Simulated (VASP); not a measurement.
Wanted: the native input for a VASP 6.6.1 run.

```yaml
Task: single point
Functional: LDA
Potentials_or_basis: VASP PAW LDA potentials, release 64 (Ta_pv, N)
Cutoff: 520 eV
k_mesh: 9 × 9 × 6
Occupations: gaussian, width 0.1 eV
Spin: no spin polarisation
Dipole_correction: no
Further_INCAR_settings: ALGO = Normal; EDIFF = 1e-06; NBANDS = 15
```

The structure of TaN (k07) lies in POSCAR:

```
TaN
1.0
    2.9399421800      0.0000000000      0.0000000000
   -1.4699710900      2.5460646100      0.0000000000
    0.0000000000      0.0000000000      2.8901750800
Ta N
1 1
Direct
    0.0000000000      0.0000000000      0.5000000000
    0.6666666700      0.3333333300      0.0000000000
```

These files were run (other wordings do the same):

INCAR

```
PREC = Accurate
ENCUT = 520
EDIFF = 1E-6
ISMEAR = 0
SIGMA = 0.1
LREAL = F
LASPH = T
NELM = 80
ALGO = Normal
ISIF = 2
LWAVE = F
LCHARG = F
NBANDS = 15
```

KPOINTS

```
regular mesh
0
Gamma
  9 9 6
```

Potentials or basis: VASP PAW LDA potentials, release 64 (Ta_pv, N).

Command:

```sh
$ cat potpaw_LDA.64/Ta_pv/POTCAR potpaw_LDA.64/N/POTCAR > POTCAR
$ mpirun -np 1 vasp_std > vasp.out
```

It gave:

The pressure is -11.1 GPa and the band gap on the k mesh is zero (band 8 reaches 8.26 eV, above the bottom of band 9 at 7.95 eV).

Caveat: the k points lie up to 0.36 Å⁻¹ apart; spin-orbit coupling is left out, which moves the levels of the heavy elements.

Run time: 7.8 s on 1 thread of Intel(R) Xeon(R) Platinum 8259CL CPU @ 2.50GHz (Skylake/Cascade Lake), with other jobs on the host, peak memory 0.14 GiB.
